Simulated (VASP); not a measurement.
Runs of VASP 6.6.1 on HfB4. The structure is that of space group P6_3/mmc (No. 194), or close to it. The cells are those of the table. 

```tsv
task	cell	k mesh	cutoff (eV)	k mesh for the DOS	occupations for the DOS	gap on the mesh (eV)	pressure (GPa)	relaxed volume (Å³/atom)	largest force (eV/Å)
single point	a = 3.118, b = 3.118, c = 10.738 Å, angles 90.0, 90.0, 120.0°, 10 atoms	6 × 6 × 2	520	-	-	none	-0.2	-	(a)
single point	a = 3.120, b = 3.120, c = 10.722 Å, angles 90.0, 90.0, 120.0°, 10 atoms	12 × 12 × 4	520	-	-	none	-0.1	-	0.02
relaxation of cell and atoms	relaxed from a = 3.138, b = 3.138, c = 12.599 Å, angles 90.0, 90.0, 120.0°, 10 atoms	6 × 6 × 2	600	-	-	none	0.0	(b)	0.02
relaxation of cell and atoms	relaxed from a = 3.118, b = 3.118, c = 10.738 Å, angles 90.0, 90.0, 120.0°, 10 atoms	12 × 12 × 4	600	-	-	none	-0.1	9.04	0.01
single point	a = 3.138, b = 3.138, c = 12.599 Å, angles 90.0, 90.0, 120.0°, 10 atoms	6 × 6 × 2	520	-	-	none	-4.3	-	1.01
```

Alike in all rows: level PBE+D3(BJ); potentials or basis VASP PAW PBE potentials, release 64 (Hf_pv, B); no spin polarisation; smearing gaussian 0.1 eV.

**Question.** Fill in the values left out.

**Answer.** (a) 0.03; (b) 9.03.

Caveats: some runs use coarse meshes; spin-orbit coupling is left out, which moves the levels of the heavy elements; pairwise dispersion overbinds metals, which lowers pressure and volume (some runs); the volume moved by over 15 % at a fixed basis, so the end points are rough (some runs); forces of over 1 eV/Å act on the atoms, so gaps and moduli don't describe the material at rest (some runs).

A k mesh can miss the band edges, and the runs leave out spin-orbit coupling on Hf.

A gap of «none» marks levels without a gap at the run's occupations.
